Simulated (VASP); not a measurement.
# Mo in VASP: notebook

Mo is run at these levels: PBE; tasks: single point.

Program: VASP 6.6.1. These are calculated values, not measurements. Logs are shortened: lines on timing, memory, paths and dates and some standing lists are left out, and cuts for length are marked.

## (1) The cell of the first run

The cell holds a slab with vacuum, 12 atoms: a = 5.474 Å, b = 5.474 Å, c = 20.470 Å, α = 90.00°, β = 90.00°, γ = 109.47°.

## (2) Single point, PBE

INCAR reads:

```
SYSTEM = Mo
PREC = Accurate ; ENCUT = 520
EDIFF = 1E-7 ; ISMEAR = 0
SIGMA = 0.1 ; LREAL = .False.
LASPH = .True. ; NELM = 80
ALGO = Normal ; ISIF = 2
LWAVE = .False. ; LCHARG = .True.
LDIPOL = .True. ; IDIPOL = 3
DIPOL = 0.5 0.5 0.495 ; GGA = PE
LELF = .True. ; LVHAR = .True.
LVACPOTAV = .True. ; NBANDS = 96
```

KPOINTS reads:

```
Automatic mesh
0
Gamma
  4 4 1
  0 0 0
```

POSCAR reads:

```
Mo
1.0
    5.4740406959      0.0000000000      0.0000000000
   -1.8246802320      5.1609750621      0.0000000000
    0.0000000000      0.0000000000     20.4695355121
Mo
12
Direct
    0.2500000000      0.2500000000      0.3908246963
    0.2500000000      0.7500000000      0.3908246963
    0.7500000000      0.2500000000      0.3908246963
    0.7500000000      0.7500000000      0.3908246963
    0.5000000000      0.5000000000      0.4954761749
    0.5000000000      0.0000000000      0.4954761749
    0.0000000000      0.5000000000      0.4954761749
    0.0000000000      0.0000000000      0.4954761749
    0.7500000000      0.7500000000      0.6001331346
    0.7500000000      0.2500000000      0.6001331346
    0.2500000000      0.7500000000      0.6001331346
    0.2500000000      0.2500000000      0.6001331346
```

Potentials or basis: VASP PAW PBE potentials, release 64 (Mo_sv).

On the command line:

```sh
$ cat potpaw_PBE.64/Mo_sv/POTCAR > POTCAR
$ mpirun -np 1 vasp_std > vasp.out
```

OUTCAR:

```text
SYSTEM = Mo
   PREC = Accurate
   ENCUT = 520
   EDIFF = 1E-7
   ISMEAR = 0
   LREAL = .False.
   LASPH = .True.
   NELM = 80
   ISIF = 2
   GGA = PE

 ion  position               nearest neighbor table
   1  0.250  0.250  0.391-   5 2.66   8 2.66   3 2.74   3 2.74   2 2.74   2 2.74   7 3.10   6 3.10
                             4 3.16   4 3.16
   2  0.250  0.750  0.391-   6 2.66   7 2.66   4 2.74   4 2.74   1 2.74   1 2.74   5 3.10   8 3.10
                             3 3.16   3 3.16
   3  0.750  0.250  0.391-   6 2.66   7 2.66   1 2.74   1 2.74   4 2.74   4 2.74   5 3.10   8 3.10
                             2 3.16   2 3.16
   4  0.750  0.750  0.391-   5 2.66   8 2.66   2 2.74   2 2.74   3 2.74   3 2.74   7 3.10   6 3.10
                             1 3.16   1 3.16
   5  0.500  0.500  0.495-   1 2.66   4 2.66   9 2.66  12 2.66   7 2.74   7 2.74   6 2.74   6 2.74
                             3 3.10   2 3.10  11 3.10  10 3.10   8 3.16   8 3.16
   6  0.500  0.000  0.495-   2 2.66   3 2.66  10 2.66  11 2.66   8 2.74   8 2.74   5 2.74   5 2.74
                             1 3.10   4 3.10   9 3.10  12 3.10   7 3.16   7 3.16
   7  0.000  0.500  0.495-   2 2.66   3 2.66  10 2.66  11 2.66   5 2.74   5 2.74   8 2.74   8 2.74
                             1 3.10   4 3.10   9 3.10  12 3.10   6 3.16   6 3.16
   8  0.000  0.000  0.495-   1 2.66   4 2.66   9 2.66  12 2.66   6 2.74   6 2.74   7 2.74   7 2.74
                             3 3.10   2 3.10  11 3.10  10 3.10   5 3.16   5 3.16
   9  0.750  0.750  0.600-   5 2.66   8 2.66  11 2.74  11 2.74  10 2.74  10 2.74   7 3.10   6 3.10
                            12 3.16  12 3.16
  10  0.750  0.250  0.600-   6 2.66   7 2.66  12 2.74  12 2.74   9 2.74   9 2.74   5 3.10   8 3.10
                            11 3.16  11 3.16
  11  0.250  0.750  0.600-   6 2.66   7 2.66   9 2.74   9 2.74  12 2.74  12 2.74   5 3.10   8 3.10
                            10 3.16  10 3.16
  12  0.250  0.250  0.600-   5 2.66   8 2.66  10 2.74  10 2.74  11 2.74  11 2.74   7 3.10   6 3.10
                             9 3.16   9 3.16

  LATTYP: Found a base centered orthorhombic cell.
 ALAT       =     6.3208777387
 B/A-ratio  =     1.4142135624
 C/A-ratio  =     3.2384007979

  Lattice vectors:

 A1 = (   5.4740406959,   0.0000000000,   0.0000000000)
 A2 = (  -1.8246802320,   5.1609750621,   0.0000000000)
 A3 = (   0.0000000000,   0.0000000000,  20.4695355121)

Analysis of symmetry for initial positions (statically):
=====================================================================
 Subroutine PRICEL returns following result:

  LATTYP: Found a base centered orthorhombic cell.
 ALAT       =     3.1604388693
 B/A-ratio  =     1.4142135624
 C/A-ratio  =     6.4768015957

  Lattice vectors:

 A1 = (   2.7370203480,   0.0000000000,   0.0000000000)
 A2 = (  -0.9123401160,   2.5804875311,   0.0000000000)
 A3 = (   0.0000000000,   0.0000000000,  20.4695355121)

   4 primitive cells build up your supercell.

 Routine SETGRP: Setting up the symmetry group for a
 base centered orthorhombic supercell.

 Subroutine GETGRP returns: Found  8 space group operations
 (whereof  4 operations were pure point group operations)
 out of a pool of  8 trial point group operations.

The static configuration has the point symmetry C_2v.
 The point group associated with its full space group is D_2h.

Analysis of symmetry for dynamics (positions and initial velocities):
=====================================================================
 Subroutine PRICEL returns following result:

  LATTYP: Found a base centered orthorhombic cell.
 ALAT       =     3.1604388693
 B/A-ratio  =     1.4142135624
 C/A-ratio  =     6.4768015957

  Lattice vectors:

 A1 = (   2.7370203480,   0.0000000000,   0.0000000000)
 A2 = (  -0.9123401160,   2.5804875311,   0.0000000000)
 A3 = (   0.0000000000,   0.0000000000,  20.4695355121)

   4 primitive cells build up your supercell.

 Routine SETGRP: Setting up the symmetry group for a
 base centered orthorhombic supercell.

 Subroutine GETGRP returns: Found  8 space group operations
 (whereof  4 operations were pure point group operations)
 out of a pool of  8 trial point group operations.

The dynamic configuration has the point symmetry C_2v.
 The point group associated with its full space group is D_2h.

 Subroutine INISYM returns: Found  8 space group operations
 (whereof  4 operations are pure point group operations),
 and found     4 'primitive' translations

----------------------------------------------------------------------------------------

                                     Primitive cell

  volume of cell :     144.5732

  direct lattice vectors                    reciprocal lattice vectors
     2.737020348  0.000000000  0.000000000     0.365360820  0.129174557  0.000000000
    -0.912340116  2.580487531  0.000000000     0.000000000  0.387523671  0.000000000
     0.000000000  0.000000000 20.469535512     0.000000000  0.000000000  0.048853087

  length of vectors
     2.737020348  2.737020348 20.469535512     0.387523671  0.387523671  0.048853087

  position of ions in fractional coordinates (direct lattice)
     0.500000000  0.500000000  0.390824696
     1.000000000  0.000000000  0.495476175
     0.500000000  0.500000000  0.600133135

  ion indices of the primitive-cell ions
   primitive index   ion index
                 1           1
                 2           5
                 3          12

----------------------------------------------------------------------------------------

 KPOINTS: Automatic mesh

Automatic generation of k-mesh.
 Grid dimensions read from file:
 generate k-points for:    4    4    1

 Generating k-lattice:

  Cartesian coordinates                     Fractional coordinates (reciprocal lattice)
     0.045670103  0.016146820  0.000000000     0.250000000  0.000000000  0.000000000
     0.000000000  0.048440459  0.000000000     0.000000000  0.250000000  0.000000000
     0.000000000  0.000000000  0.048853087     0.000000000  0.000000000  1.000000000

  Length of vectors
     0.048440459  0.048440459  0.048853087

  Shift w.r.t. Gamma in fractional coordinates (k-lattice)
     0.000000000  0.000000000  0.000000000

 Subroutine IBZKPT returns following result:
 ===========================================

 Found      7 irreducible k-points:

 Following reciprocal coordinates:
            Coordinates               Weight
  0.000000  0.000000  0.000000      1.000000
  0.250000  0.000000  0.000000      4.000000
  0.500000  0.000000  0.000000      2.000000
  0.250000  0.250000  0.000000      2.000000
  0.500000  0.250000  0.000000      4.000000
 -0.250000  0.250000  0.000000      2.000000
  0.500000  0.500000  0.000000      1.000000
   k-points           NKPTS =      7   k-points in BZ     NKDIM =      7   number of bands    NBANDS=     96
   number of dos      NEDOS =    301   number of ions     NIONS =     12
   total plane-waves  NPLWV = 282240
   dimension x,y,z NGX =    42 NGY =   42 NGZ =  160
   dimension x,y,z NGXF=    84 NGYF=   84 NGZF=  320
   ions per type =              12
   NGX,Y,Z   is equivalent  to a cutoff of  12.76, 12.76, 12.99 a.u.
   NGXF,Y,Z  is equivalent  to a cutoff of  25.51, 25.51, 25.99 a.u.
 SYSTEM =  Mo
   PREC   = accura    normal or accurate (medium, high low for compatibility)
   ISTART =      0    job   : 0-new  1-cont  2-samecut
   ICHARG =      2    charge: 1-file 2-atom 10-const
   ISPIN  =      1    spin polarized calculation?
   LNONCOLLINEAR =      F non collinear calculations
   LSORBIT =      F    spin-orbit coupling
   LASPH  =      T    aspherical Exc in radial PAW
   ENCUT  =  520.0 eV  38.22 Ry    6.18 a.u.  10.18 10.18 38.06*2*pi/ulx,y,z
   NELM   =     80;   NELMIN=  2; NELMDL= -5     # of ELM steps
   EDIFF  = 0.1E-06   stopping-criterion for ELM
   LREAL  =      F    real-space projection
   EDIFFG = 0.1E-05   stopping-criterion for IOM
   NSW    =      0    number of steps for IOM
   IBRION =     -1    ionic relax: 0-MD 1-quasi-New 2-CG
   NFREE  =      0    steps in history (QN), initial steepest desc. (CG)
   ISIF   =      2    stress and relaxation
   ISYM   =      2    0-nonsym 1-usesym 2-fastsym
   POTIM  = 0.5000    time-step for ionic-motion
   TEBEG  =    0.0;   TEEND  =   0.0 temperature during run
   PSTRESS=    0.0 pullay stress
   NELECT =     168.0000    total number of electrons
   NUPDOWN=      -1.0000    fix difference up-down
   EMIN   =  10.00;   EMAX   =-10.00  energy-range for DOS
   EFERMI =   0.00;   METHOD = LEGACY
   ISMEAR =     0;   SIGMA  =   0.10  broadening in eV -4-tet -1-fermi 0-gaus
   EFERMI_NEDOS =   21; number of points for ismear=-14 and -15
   IALGO  =     38    algorithm
   IMIX   =      4    mixing-type and parameters
     AMIX     =   0.40;   BMIX     =  1.00
     AMIX_MAG =   1.60;   BMIX_MAG =  1.00
  volume/ion in A,a.u.               =      48.19       325.21
  Fermi-wavevector in a.u.,A,eV,Ry     =   1.084248  2.048932 15.994927  1.175594
  Thomas-Fermi vector in A             =   2.220334
   LORBIT       =      0    0 simple, 1 ext, 2 COOP (PROOUT), +10 PAW based schemes
   GGA     = PE    functional components
   LHFCALC =     F    Hartree Fock is set to
   AEXX    =    0.0000 exact exchange contribution
   IVDW    =     0    specifies the selected vdW correction
   LEPSILON=     F    determine dielectric tensor
   LRPA    =     F    only Hartree local field effects (RPA)
 non-spin polarized calculation
 Gauss-broadening in eV      SIGMA  =   0.10
  energy-cutoff  :      520.00
  volume of cell :      578.29
 maximum number of plane-waves:     15591
 NGX is ok and might be reduce to    42

 dipolmoment           0.000000      0.000000      0.000750 electrons x Angstroem

 number of electron     167.9999987 magnetization

 dipolmoment           0.000000      0.000000     -0.005180 electrons x Angstroem

 Free energy of the ion-electron system (eV)
  ---------------------------------------------------
  ext. energy  EPLUGINS =         0.00000000
  ---------------------------------------------------
  free energy    TOTEN  =      -121.17961629 eV

  energy without entropy =     -121.13252640  energy(sigma->0) =     -121.15607134

 E-fermi :   0.9991     XC(G=0):  -5.3388

 val. band max:        0.9787729964   @ k =   0.2500   0.2500   0.0000
 cond. band min:       1.0224285626   @ k =   0.5000   0.2500   0.0000
 fundamental gap:      0.0436555661
 Fermi energy:         0.9990553741

 k-point     1 :       0.0000    0.0000    0.0000
  band No.  band energies     occupation
      1     -60.2709      2.00000
      2     -60.0944      2.00000
      3     -60.0944      2.00000
      4     -60.0300      2.00000
      5     -59.9557      2.00000
      6     -59.9048      2.00000
[... 88 lines left out ...]
     95       2.6804      0.00000
     96       2.8945      0.00000

 k-point     2 :       0.2500    0.0000    0.0000
  band No.  band energies     occupation
      1     -60.2463      2.00000
      2     -60.1217      2.00000
      3     -60.0853      2.00000
      4     -60.0398      2.00000
      5     -59.9374      2.00000
      6     -59.8923      2.00000
[... 484 lines left out ...]
     95       2.2555      0.00000
     96       2.3260      0.00000

 k-point     7 :       0.5000    0.5000    0.0000
  band No.  band energies     occupation
      1     -60.1513      2.00000
      2     -60.1513      2.00000
      3     -60.0961      2.00000
      4     -60.0961      2.00000
      5     -59.8490      2.00000
      6     -59.8490      2.00000
[... 88 lines left out ...]
     95       1.8218      0.00000
     96       1.8218      0.00000

------------------------ aborting loop because EDIFF is reached ----------------------------------------

  FORCE on cell =-STRESS in cart. coord.  units (eV):
  Direction    XX          YY          ZZ          XY          YZ          ZX
  --------------------------------------------------------------------------------------
  -------------------------------------------------------------------------------------
  Total       -8.6259682     -9.9270827      0.3689615     -1.8400537      0.0000000      0.0000000
  in kB      -23.8985012    -27.5032775      1.0222188     -5.0979235      0.0000000      0.0000000
  external PRESSURE =     -16.7931866 kB  Pullay stress =       0.0000000 kB

 VOLUME and BASIS-vectors are now :
 -----------------------------------------------------------------------------
  energy-cutoff  :      520.00
  volume of cell :      578.29
      direct lattice vectors                 reciprocal lattice vectors
     5.474040696  0.000000000  0.000000000     0.182680410  0.064587278  0.000000000
    -1.824680232  5.160975062  0.000000000     0.000000000  0.193761835  0.000000000
     0.000000000  0.000000000 20.469535512     0.000000000  0.000000000  0.048853087

 POSITION                                       TOTAL-FORCE (eV/Angst)
 -----------------------------------------------------------------------------------
      0.91234      1.29024      8.00000        -0.000000      0.000000     -0.025685
     -0.00000      3.87073      8.00000        -0.000000      0.000000     -0.025685
      3.64936      1.29024      8.00000         0.000000      0.000000     -0.025685
      2.73702      3.87073      8.00000        -0.000000     -0.000000     -0.025685
      1.82468      2.58049     10.14217         0.000000      0.000000      0.000000
      2.73702      0.00000     10.14217        -0.000000     -0.000000      0.000000
     -0.91234      2.58049     10.14217         0.000000     -0.000000      0.000000
      0.00000      0.00000     10.14217         0.000000      0.000000      0.000000
      2.73702      3.87073     12.28445         0.000000     -0.000000      0.025685
      3.64936      1.29024     12.28445         0.000000     -0.000000      0.025685
     -0.00000      3.87073     12.28445         0.000000     -0.000000      0.025685
      0.91234      1.29024     12.28445         0.000000      0.000000      0.025685
 -----------------------------------------------------------------------------------
    total drift:                                0.000000      0.000000     -1.585693

  FREE ENERGIE OF THE ION-ELECTRON SYSTEM (eV)
  ---------------------------------------------------
  free  energy   TOTEN  =      -121.1796162875 eV

  energy  without entropy=     -121.1325264007  energy(sigma->0) =     -121.15607134

 vacuum level on the upper side and lower side of the slab         5.673         5.707
```

Run time: 34 min. Hardware: 1 thread of Intel Xeon 8259CL, shared host; peak memory 0.74 GiB.

What came out:

| Quantity | Value |
| --- | --- |
| Free energy | -121.1796 eV |
| Largest force | 0.026 eV/Å |
| Band gap on the k mesh | zero (bands 84 and 85 overlap by 1.91 eV) |

Forces on the atoms (eV/Å):
```
Mo   0.000  0.000 -0.026
Mo   0.000  0.000 -0.026
Mo   0.000  0.000 -0.026
Mo   0.000  0.000 -0.026
Mo   0.000  0.000  0.000
Mo   0.000  0.000  0.000
Mo   0.000  0.000  0.000
Mo   0.000  0.000  0.000
Mo   0.000  0.000  0.026
Mo   0.000  0.000  0.026
Mo   0.000  0.000  0.026
Mo   0.000  0.000  0.026
```

Levels at points of the mesh, in eV from the Fermi level:
| k point | band 82 | band 83 | band 84 | band 85 | band 86 | band 87 | band 88 | band 89 |
| --- | --- | --- | --- | --- | --- | --- | --- | --- |
| (0.00, 0.00, 0.00) | 0.29 | 0.80 | 1.27 | 1.27 | 1.31 | 1.33 | 1.36 | 1.46 |
| (0.50, 0.00, 0.00) | -0.66 | -0.64 | -0.64 | 0.31 | 0.31 | 0.47 | 0.47 | 0.48 |
| (0.50, 0.50, 0.00) | -0.78 | -0.67 | -0.67 | -0.64 | -0.64 | -0.30 | -0.30 | 0.39 |

## (3) Single point, PBE

This run uses another cell than the first one: it holds 5 atoms, not 12.

INCAR reads:

```
SYSTEM = Mo
  PREC = Accurate
  ENCUT = 520
  EDIFF = 1E-6
  ISMEAR = 0
  SIGMA = 0.1
  LREAL = .False.
  LASPH = .True.
  NELM = 100
  ALGO = Fast
  ISIF = 2
  LWAVE = .False.
  LCHARG = .False.
  LDIPOL = .True.
  IDIPOL = 3
  DIPOL = 0.5 0.5 0.500
  GGA = PE
  NBANDS = 43
```

KPOINTS reads:

```
regular mesh
0
Gamma
  13 13 1
  0 0 0
```

POSCAR reads:

```
Mo
1.0
    2.7370203487      0.0000000000      0.0000000000
   -0.9123401162      2.5804875318      0.0000000000
    0.0000000000      0.0000000000     23.9390710266
Mo
5
Direct
    0.5000000000      0.5000000000      0.3132953652
    0.0000000000      0.0000000000      0.4066476826
    0.5000000000      0.5000000000      0.5000000000
    0.0000000000      0.0000000000      0.5933523174
    0.5000000000      0.5000000000      0.6867046348
```

Potentials or basis: VASP PAW PBE potentials, release 64 (Mo_sv).

On the command line:

```sh
$ cat potpaw_PBE.64/Mo_sv/POTCAR > POTCAR
$ mpirun -np 1 vasp_std > vasp.out
```

Run time: 14 min. Hardware: 1 thread of Intel Xeon 8259CL, shared host; peak memory 0.4 GiB.

Results (log left out):

```
Free energy            : -52.1563 eV
Largest force          : 0.636 eV/Å
Band gap on the k mesh : zero (bands 35 and 36 overlap by 2.21 eV)
```

Forces in eV/Å, atoms in the order of the input:
```
Mo   0.000  0.000  0.617
Mo   0.000  0.000 -0.636
Mo   0.000  0.000  0.000
Mo   0.000  0.000  0.636
Mo   0.000  0.000 -0.617
```

Levels at points of the mesh, in eV from the Fermi level:
| k point | band 33 | band 34 | band 35 | band 36 | band 37 | band 38 |
| --- | --- | --- | --- | --- | --- | --- |
| (0.00, 0.00, 0.00) | -1.38 | -1.06 | -0.83 | -0.10 | 0.31 | 1.06 |

## (4) Single point, PBE

This run uses another cell than the first one: it holds 5 atoms, not 12.

INCAR reads:

```
PREC = Accurate ; ENCUT = 520
EDIFF = 1E-6 ; ISMEAR = 0
SIGMA = 0.1 ; LREAL = F
LASPH = T ; NELM = 80
ALGO = Fast ; ISIF = 2
LWAVE = F ; LCHARG = F
LDIPOL = T ; IDIPOL = 3
DIPOL = 0.5 0.5 0.500 ; GGA = PE
NBANDS = 43
```

KPOINTS reads:

```
Automatic mesh
0
Gamma
  13 13 1
```

POSCAR reads:

```
Mo
1.0
    2.7370203487      0.0000000000      0.0000000000
   -0.9123401162      2.5804875318      0.0000000000
    0.0000000000      0.0000000000     23.9390710266
Mo
5
Direct
    0.5000000000      0.5000000000      0.3173206077
    0.0000000000      0.0000000000      0.4061008271
    0.5000000000      0.5000000000      0.4999999996
    0.0000000000      0.0000000000      0.5938991737
    0.5000000000      0.5000000000      0.6826793920
```

On the command line:

```sh
$ cat potpaw_PBE.64/Mo_sv/POTCAR > POTCAR
$ mpirun -np 1 vasp_std > vasp.out
```

Run time: 12 min. Hardware: 1 thread of Intel Xeon 8259CL, shared host; peak memory 0.41 GiB.

Results (log left out):

```
Free energy            : -52.2263 eV
Largest force          : 0.030 eV/Å
Band gap on the k mesh : zero (bands 35 and 36 overlap by 2.20 eV)
```

Forces on the atoms (eV/Å):
```
Mo   0.000  0.000 -0.030
Mo   0.000  0.000  0.005
Mo   0.000  0.000  0.000
Mo   0.000  0.000 -0.005
Mo   0.000  0.000  0.030
```

Levels at points of the mesh, in eV from the Fermi level:
```tsv
k point	band 33	band 34	band 35	band 36	band 37	band 38
(0.00, 0.00, 0.00)	-1.27	-1.19	-0.91	-0.42	0.49	1.07
```

## (5) Summary

| cell | k mesh | gap on the mesh (eV) | largest force (eV/Å) |
| --- | --- | --- | --- |
| a = 5.474, b = 5.474, c = 20.470 Å, angles 90.0, 90.0, 109.5°, 12 atoms, atomic positions A | 4 × 4 × 1 | none | 0.03 |
| a = 2.737, b = 2.737, c = 23.939 Å, angles 90.0, 90.0, 109.5°, 5 atoms, atomic positions B | 13 × 13 × 1 | none | 0.64 |
| a = 2.737, b = 2.737, c = 23.939 Å, angles 90.0, 90.0, 109.5°, 5 atoms, atomic positions C | 13 × 13 × 1 | none | 0.03 |

Alike in all rows: task single point; level PBE; potentials or basis VASP PAW PBE potentials, release 64 (Mo_sv); no spin polarisation; cutoff (eV) 520; smearing gaussian 0.1 eV.

Total energies depend on the potentials used, so only differences within one code and one set of settings carry meaning.

The gap in the log of VASP goes by the Fermi energy; the results here count the filled bands.